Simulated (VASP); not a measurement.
Set up this calculation in VASP 6.6.1, as the native input.

| Property | Result |
| --- | --- |
| Task | single point |
| Functional | PBE |
| Potentials or basis | VASP PAW PBE potentials, release 64 (Si, S) |
| Cutoff | 500 eV |
| k mesh | 4 × 4 × 3 |
| Occupations | gaussian, width 0.2 eV |
| Spin | no spin polarisation |
| Dipole correction | no |
| Further INCAR settings | ALGO = Normal; EDIFF = 1e-06; NBANDS = 19 |

The structure of Si4S lies in POSCAR:

```
Si4S
1.0
    5.2841421519      0.0000000000      0.0000000000
   -2.6420710760      4.5762013408      0.0000000000
    0.0000000000      0.0000000000      6.1805912785
Si S
4 1
Direct
    0.0000000000      0.0000000000      0.4326333351
    0.8134926593      0.1865073407      0.6999330372
    0.8134926593      0.6269853186      0.6999330372
    0.3730146814      0.1865073407      0.6999330372
    0.0000000000      0.0000000000      0.9646431932
```

One way to write it, as run:

INCAR

```
PREC = Accurate ; ENCUT = 500
EDIFF = 1E-6 ; ISMEAR = 0
SIGMA = 0.2 ; LREAL = False
LASPH = True ; NELM = 120
ALGO = Normal ; ISIF = 2
LWAVE = False ; LCHARG = False
GGA = PE ; NBANDS = 19
GGA_COMPAT = False
```

KPOINTS

```
regular mesh
0
Gamma
  4 4 3
```

Potentials or basis: VASP PAW PBE potentials, release 64 (Si, S).

Command:

```console
$ cat potpaw_PBE.64/Si/POTCAR potpaw_PBE.64/S/POTCAR > POTCAR
$ mpirun -np 1 vasp_std > vasp.out
```

It gave:

* Pressure: 0.2 GPa
* Largest force: 0.079 eV/Å
* Band gap on the k mesh: zero (band 11 reaches 3.22 eV, above the bottom of band 12 at 2.37 eV)

Run time: 27 s on 1 thread of Intel(R) Xeon(R) Platinum 8488C (Sapphire Rapids), on a shared host, peak memory 0.24 GiB.
